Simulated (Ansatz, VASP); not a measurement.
**Al2Pt in VASP and in Ansatz**

```xyz
3
Lattice="0.0000 2.9479 2.9479 2.9479 0.0000 2.9479 2.9479 2.9479 0.0000" Properties=species:S:1:pos:R:3 pbc="T T T"
Al    1.4739    1.4739    1.4739
Al    4.4218    4.4218    4.4218
Pt    0.0000    0.0000    0.0000
```

Alike in both runs: functional PBEsol; k mesh 9 × 9 × 9; occupations fermi-dirac, width 0.1 eV; no spin polarisation.

Ansatz relaxed the structure, and its values are those at the end. VASP's run is a single point on that final structure, the one shown.

|  | VASP | Ansatz |
| --- | --- | --- |
| version | VASP 6.6.1 | Ansatz 0.2.0 |
| potentials or method | VASP PAW PBE potentials, release 64 (Al, Pt), cutoff 520 eV | PAW plane waves |
| valence electrons in the cell | 16 | 24 |

|  | VASP | Ansatz | Ansatz less VASP |
| --- | --- | --- | --- |
| gap on the k mesh at the Fermi level (eV) | none | none | - |
| pressure (GPa) | 0.0 | 0.0 | +0.02 |

VASP's potentials were made for PBE, not for PBEsol, and Ansatz warns of the same on its side. A gap of «none» marks a metal or a gap that the smearing closes. VASP's potentials hold 16 valence electrons a cell and Ansatz's 24, so a difference there can come from the potentials and not from the codes.

Spin-orbit coupling is off throughout.
